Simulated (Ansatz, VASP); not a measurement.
## Two plane-wave programs on AlN

```xyz
4
Lattice="3.6282 0.0000 0.0000 0.0000 3.6282 0.0000 0.0000 0.0000 3.8809" Properties=species:S:1:pos:R:3 pbc="T T T"
Al    1.8141    0.0000    3.1149
Al    0.0000    1.8141    3.1149
N     1.8141    1.8141    2.5374
N     0.0000    0.0000   -0.1885
```

Alike in both runs: functional PBE; k mesh 4 × 4 × 3; occupations gaussian, width 0.15 eV; no spin polarisation.

Ansatz relaxed the structure, and its values are those at the end. VASP's run is a single point on that final structure, the one shown.

```csv
,VASP,Ansatz
version,VASP 6.6.1,Ansatz 0.2.0
potentials or method,"VASP PAW PBE potentials, release 64 (Al, N), cutoff 600 eV","scalar-relativistic, plane waves, PAW"
valence electrons in the cell,16,16
```

```tsv
	VASP	Ansatz	Ansatz less VASP
gap on the k mesh at the Fermi level (eV)	2.93	2.92	-0.004
least direct gap on the mesh (eV)	3.62	3.61	-0.007
pressure (GPa)	-0.1	0.2	+0.28
```

The k mesh is coarse, so the values compare programs but aren't converged.
